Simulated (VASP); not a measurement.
# SiC (Pmn2_1) in VASP: a series of runs

The runs below take SiC through single point, with PBE.

Everything below comes from runs of VASP 6.6.1. Logs are shortened: lines on timing, memory, paths and dates and some standing lists are left out, and cuts for length are marked.

### 1 The cell of the first run

The structure is orthorhombic, space group Pmn2_1 (No. 31). The conventional cell has a = 3.075 Å, b = 10.224 Å, c = 4.348 Å, α = 90.00°, β = 90.00°, γ = 90.00°. Within 2.5 Å of Si (site symmetry m) lie 3 C at 1.88 Å. Si (site symmetry m) has 4 C at 1.88 Å within 2.5 Å. Si (site symmetry m) has 4 C at 1.88 Å within 2.5 Å. Within 2.5 Å of C (site symmetry m) lie 4 Si at 1.88 Å. Within 2.5 Å of C (site symmetry m) lie 4 Si at 1.88 Å. C (site symmetry m) has 3 Si at 1.88 Å within 2.5 Å.

### 2 Single point, PBE (the distance across one plane changed)

INCAR

```
PREC = Accurate
ENCUT = 520
EDIFF = 1E-7
ISMEAR = 0
SIGMA = 0.05
LREAL = F
LASPH = T
NELM = 80
ALGO = Normal
ISIF = 2
LWAVE = F
LCHARG = F
GGA = PE
NBANDS = 36
```

KPOINTS

```
Automatic mesh
0
Gamma
  6 9 3
```

POSCAR

```
SiC
1.0
    4.3480000000      0.0000000000      0.0000000000
    0.0000000000      2.1740000000     -2.1740000000
    0.0000000000      7.2291067812      7.2291067812
Si C
6 6
Direct
    0.0000000000      0.0000000000      0.8269889325
    0.5000000000      0.5000000000      0.0751671426
    0.0000000000      0.0000000000      0.2255315006
    0.5000000000      0.5000000000      0.3758958585
    0.0000000000      0.0000000000      0.5262602165
    0.5000000000      0.5000000000      0.6766245745
    0.7500000000      0.0000000000      0.3758958585
    0.2500000000      0.5000000000      0.5262602165
    0.7500000000      0.0000000000      0.6766245745
    0.2500000000      0.5000000000      0.8269889325
    0.7500000000      0.0000000000      0.0751671426
    0.2500000000      0.5000000000      0.2255315006
```

Potentials or basis: VASP PAW PBE potentials, release 64 (Si, C).

Launch:

```
> cat potpaw_PBE.64/Si/POTCAR potpaw_PBE.64/C/POTCAR > POTCAR
> mpirun -np 1 vasp_std > vasp.out
```

OUTCAR:

```text
PREC = Accurate
   ENCUT = 520
   EDIFF = 1E-7
   ISMEAR = 0
   LREAL = F
   LASPH = T
   NELM = 80
   ISIF = 2
   GGA = PE

 ion  position               nearest neighbor table
   1  0.000  0.000  0.827-  10 1.88  10 1.88   9 1.88   6 3.07   6 3.07   6 3.07   6 3.07   5 3.07

   2  0.500  0.500  0.075-  11 1.88  11 1.88  12 1.88   4 3.07   3 3.07   3 3.07   3 3.07   3 3.07

   3  0.000  0.000  0.226-   7 1.88  12 1.88  12 1.88  11 1.88   5 3.07   4 3.07   4 3.07   4 3.07
                             4 3.07   2 3.07   2 3.07   2 3.07   2 3.07
   4  0.500  0.500  0.376-  12 1.88   7 1.88   7 1.88   8 1.88   2 3.07   3 3.07   3 3.07   3 3.07
                             3 3.07   5 3.07   5 3.07   5 3.07   5 3.07   6 3.07
   5  0.000  0.000  0.526-   8 1.88   8 1.88   7 1.88   9 1.88   3 3.07   4 3.07   4 3.07   4 3.07
                             4 3.07   6 3.07   6 3.07   6 3.07   6 3.07   1 3.07
   6  0.500  0.500  0.677-   9 1.88   9 1.88  10 1.88   8 1.88   1 3.07   1 3.07   1 3.07   1 3.07
                             5 3.07   5 3.07   5 3.07   5 3.07   4 3.07
   7  0.750  0.000  0.376-   3 1.88   4 1.88   4 1.88   5 1.88
   8  0.250  0.500  0.526-   5 1.88   5 1.88   4 1.88   6 1.88
   9  0.750  0.000  0.677-   6 1.88   6 1.88   1 1.88   5 1.88
  10  0.250  0.500  0.827-   1 1.88   1 1.88   6 1.88
  11  0.750  0.000  0.075-   2 1.88   2 1.88   3 1.88
  12  0.250  0.500  0.226-   4 1.88   3 1.88   3 1.88   2 1.88

  LATTYP: Found a simple orthorhombic cell.
 ALAT       =     3.0745002846
 B/A-ratio  =     1.4142135624
 C/A-ratio  =     3.3252561091

  Lattice vectors:

 A1 = (   0.0000000000,  -2.1740000000,   2.1740000000)
 A2 = (   4.3480000000,   0.0000000000,   0.0000000000)
 A3 = (   0.0000000000,   7.2291067812,   7.2291067812)

Analysis of symmetry for initial positions (statically):
=====================================================================
 Subroutine PRICEL returns:
 Original cell was already a primitive cell.

 Routine SETGRP: Setting up the symmetry group for a
 simple orthorhombic supercell.

 Subroutine GETGRP returns: Found  4 space group operations
 (whereof  2 operations were pure point group operations)
 out of a pool of  8 trial point group operations.

The static configuration has the point symmetry C_1h.
 The point group associated with its full space group is C_2v.

Analysis of symmetry for dynamics (positions and initial velocities):
=====================================================================
 Subroutine PRICEL returns:
 Original cell was already a primitive cell.

 Routine SETGRP: Setting up the symmetry group for a
 simple orthorhombic supercell.

 Subroutine GETGRP returns: Found  4 space group operations
 (whereof  2 operations were pure point group operations)
 out of a pool of  8 trial point group operations.

The dynamic configuration has the point symmetry C_1h.
 The point group associated with its full space group is C_2v.

 Subroutine INISYM returns: Found  4 space group operations
 (whereof  2 operations are pure point group operations),
 and found     1 'primitive' translations

----------------------------------------------------------------------------------------

                                     Primitive cell

  volume of cell :     136.6670

  direct lattice vectors                    reciprocal lattice vectors
     4.348000000  0.000000000  0.000000000     0.229990800  0.000000000  0.000000000
     0.000000000  2.174000000 -2.174000000     0.000000000  0.229990800 -0.229990800
     0.000000000  7.229106781  7.229106781     0.000000000  0.069164838  0.069164838

  length of vectors
     4.348000000  3.074500285 10.223500854     0.229990800  0.325256109  0.097813852

  position of ions in fractional coordinates (direct lattice)
     0.000000000  0.000000000  0.826988933
     0.500000000  0.500000000  0.075167143
     0.000000000  0.000000000  0.225531501
     0.500000000  0.500000000  0.375895859
     0.000000000  0.000000000  0.526260216
     0.500000000  0.500000000  0.676624575
     0.750000000  0.000000000  0.375895859
     0.250000000  0.500000000  0.526260216
     0.750000000  0.000000000  0.676624575
     0.250000000  0.500000000  0.826988933
     0.750000000  0.000000000  0.075167143
     0.250000000  0.500000000  0.225531501

  ion indices of the primitive-cell ions
   primitive index   ion index
                 1           1
                 2           2
                 3           3
                 4           4
                 5           5
                 6           6
                 7           7
                 8           8
                 9           9
                10          10
                11          11
                12          12

----------------------------------------------------------------------------------------

 KPOINTS: Automatic mesh

Automatic generation of k-mesh.
 Grid dimensions read from file:
 generate k-points for:    6    9    3

 Generating k-lattice:

  Cartesian coordinates                     Fractional coordinates (reciprocal lattice)
     0.038331800  0.000000000  0.000000000     0.166666667  0.000000000  0.000000000
     0.000000000  0.025554533 -0.025554533     0.000000000  0.111111111  0.000000000
     0.000000000  0.023054946  0.023054946     0.000000000  0.000000000  0.333333333

  Length of vectors
     0.038331800  0.036139568  0.032604617

  Shift w.r.t. Gamma in fractional coordinates (k-lattice)
     0.000000000  0.000000000  0.000000000

 Subroutine IBZKPT returns following result:
 ===========================================

 Found     40 irreducible k-points:

 Following reciprocal coordinates:
            Coordinates               Weight
  0.000000  0.000000  0.000000      1.000000
  0.166667  0.000000  0.000000      2.000000
  0.333333  0.000000  0.000000      2.000000
  0.500000  0.000000  0.000000      1.000000
  0.000000  0.111111  0.000000      2.000000
  0.166667  0.111111  0.000000      4.000000
[... 16 lines left out ...]
  0.333333  0.000000  0.333333      4.000000
  0.500000  0.000000  0.333333      2.000000
 [... further k-points ...]
   k-points           NKPTS =     40   k-points in BZ     NKDIM =     40   number of bands    NBANDS=     36
   number of dos      NEDOS =    301   number of ions     NIONS =     12
   total plane-waves  NPLWV =  61440
   dimension x,y,z NGX =    32 NGY =   24 NGZ =   80
   dimension x,y,z NGXF=    64 NGYF=   48 NGZF=  160
   ions per type =               6   6
   NGX,Y,Z   is equivalent  to a cutoff of  12.24, 12.98, 13.01 a.u.
   NGXF,Y,Z  is equivalent  to a cutoff of  24.47, 25.95, 26.02 a.u.
 SYSTEM =  unknown system
   PREC   = accura    normal or accurate (medium, high low for compatibility)
   ISTART =      0    job   : 0-new  1-cont  2-samecut
   ICHARG =      2    charge: 1-file 2-atom 10-const
   ISPIN  =      1    spin polarized calculation?
   LNONCOLLINEAR =      F non collinear calculations
   LSORBIT =      F    spin-orbit coupling
   LASPH  =      T    aspherical Exc in radial PAW
   ENCUT  =  520.0 eV  38.22 Ry    6.18 a.u.   8.08  5.72 19.01*2*pi/ulx,y,z
   NELM   =     80;   NELMIN=  2; NELMDL= -5     # of ELM steps
   EDIFF  = 0.1E-06   stopping-criterion for ELM
   LREAL  =      F    real-space projection
   EDIFFG = 0.1E-05   stopping-criterion for IOM
   NSW    =      0    number of steps for IOM
   IBRION =     -1    ionic relax: 0-MD 1-quasi-New 2-CG
   NFREE  =      0    steps in history (QN), initial steepest desc. (CG)
   ISIF   =      2    stress and relaxation
   ISYM   =      2    0-nonsym 1-usesym 2-fastsym
   POTIM  = 0.5000    time-step for ionic-motion
   TEBEG  =    0.0;   TEEND  =   0.0 temperature during run
   PSTRESS=    0.0 pullay stress
   NELECT =      48.0000    total number of electrons
   NUPDOWN=      -1.0000    fix difference up-down
   EMIN   =  10.00;   EMAX   =-10.00  energy-range for DOS
   EFERMI =   0.00;   METHOD = LEGACY
   ISMEAR =     0;   SIGMA  =   0.05  broadening in eV -4-tet -1-fermi 0-gaus
   EFERMI_NEDOS =   21; number of points for ismear=-14 and -15
   IALGO  =     38    algorithm
   IMIX   =      4    mixing-type and parameters
     AMIX     =   0.40;   BMIX     =  1.00
     AMIX_MAG =   1.60;   BMIX_MAG =  1.00
  volume/ion in A,a.u.               =      11.39        76.86
  Fermi-wavevector in a.u.,A,eV,Ry     =   1.155050  2.182727 18.152074  1.334140
  Thomas-Fermi vector in A             =   2.291681
   LORBIT       =      0    0 simple, 1 ext, 2 COOP (PROOUT), +10 PAW based schemes
   GGA     = PE    functional components
   LHFCALC =     F    Hartree Fock is set to
   AEXX    =    0.0000 exact exchange contribution
   IVDW    =     0    specifies the selected vdW correction
   LEPSILON=     F    determine dielectric tensor
   LRPA    =     F    only Hartree local field effects (RPA)
 non-spin polarized calculation
 Gauss-broadening in eV      SIGMA  =   0.05
  energy-cutoff  :      520.00
  volume of cell :      136.67
 maximum number of plane-waves:      3720
   NGX = 17   NGY = 11   NGZ = 39

 number of electron      48.0000001 magnetization

 Free energy of the ion-electron system (eV)
  ---------------------------------------------------
  ext. energy  EPLUGINS =         0.00000000
  ---------------------------------------------------
  free energy    TOTEN  =       -86.77123936 eV

  energy without entropy =      -86.77123936  energy(sigma->0) =      -86.77123936

 E-fermi :   7.3347     XC(G=0): -10.8828

 val. band max:        7.1140209716   @ k =   0.0000   0.2222   0.0000
 cond. band min:       8.0646277388   @ k =   0.0000   0.0000   0.0000
 fundamental gap:      0.9506067673
 Fermi energy:         7.3346939925

 k-point     1 :       0.0000    0.0000    0.0000
  band No.  band energies     occupation
      1      -8.3779      2.00000
      2      -7.3333      2.00000
      3      -6.1392      2.00000
      4      -4.1949      2.00000
      5      -3.5920      2.00000
      6      -3.3918      2.00000
[... 925 lines left out ...]
     35      14.3813      0.00000
     36      14.3926      0.00000

 [... further k-points ...]

------------------------ aborting loop because EDIFF is reached ----------------------------------------

  FORCE on cell =-STRESS in cart. coord.  units (eV):
  Direction    XX          YY          ZZ          XY          YZ          ZX
  --------------------------------------------------------------------------------------
  -------------------------------------------------------------------------------------
  Total        0.5980270     -3.6682296     -3.6682296      0.0000000     -6.4891834      0.0000000
  in kB        7.0108011    -43.0034584    -43.0034584      0.0000000    -76.0741165      0.0000000
  external PRESSURE =     -26.3320385 kB  Pullay stress =       0.0000000 kB

 VOLUME and BASIS-vectors are now :
 -----------------------------------------------------------------------------
  energy-cutoff  :      520.00
  volume of cell :      136.67
      direct lattice vectors                 reciprocal lattice vectors
     4.348000000  0.000000000  0.000000000     0.229990800  0.000000000  0.000000000
     0.000000000  2.174000000 -2.174000000     0.000000000  0.229990800 -0.229990800
     0.000000000  7.229106781  7.229106781     0.000000000  0.069164838  0.069164838

 POSITION                                       TOTAL-FORCE (eV/Angst)
 -----------------------------------------------------------------------------------
      0.00000      5.97839      5.97839         1.510057      0.923587      0.923587
      2.17400      1.63039     -0.54361         1.510057     -0.923587     -0.923587
      0.00000      1.63039      1.63039        -0.142114     -0.505179     -0.505179
      2.17400      3.80439      1.63039         0.228753     -0.021342     -0.021342
      0.00000      3.80439      3.80439         0.228753      0.021342      0.021342
      2.17400      5.97839      3.80439        -0.142114      0.505179      0.505179
      3.26100      2.71739      2.71739        -0.110994      0.140498      0.140498
      1.08700      4.89139      2.71739        -0.110994     -0.140498     -0.140498
      3.26100      4.89139      4.89139        -0.515774      0.326489      0.326489
      1.08700      7.06539      4.89139        -0.969928      1.128077      1.128077
      3.26100      0.54339      0.54339        -0.969928     -1.128077     -1.128077
      1.08700      2.71739      0.54339        -0.515774     -0.326489     -0.326489
 -----------------------------------------------------------------------------------
    total drift:                                0.000552      0.000016      0.000016

  FREE ENERGIE OF THE ION-ELECTRON SYSTEM (eV)
  ---------------------------------------------------
  free  energy   TOTEN  =       -86.7712393577 eV

  energy  without entropy=      -86.7712393577  energy(sigma->0) =      -86.77123936
```

Wall time 4.4 min (1 thread of Intel Xeon 8259CL, shared host); peak memory 0.31 GiB.

What came out:

* Free energy: -86.7712 eV
* Pressure: -2.6 GPa
* Largest force: 1.997 eV/Å
* Band gap on the k mesh: 0.95 eV (least direct gap 1.04 eV)

Forces in eV/Å, atoms in the order of the input:
```
Si   1.510  0.924  0.924
Si   1.510 -0.924 -0.924
Si  -0.142 -0.505 -0.505
Si   0.229 -0.021 -0.021
Si   0.229  0.021  0.021
Si  -0.142  0.505  0.505
C   -0.111  0.140  0.140
C   -0.111 -0.140 -0.140
C   -0.516  0.326  0.326
C   -0.970  1.128  1.128
C   -0.970 -1.128 -1.128
C   -0.516 -0.326 -0.326
```

Caveat: the cell differs from its parent crystal (the distance across one plane changed); an odd mesh through Γ misses points on the zone boundary, where band edges can lie; forces of over 1 eV/Å act on the atoms, so gaps and moduli don't describe the material at rest.

[end of part 1 of 2]
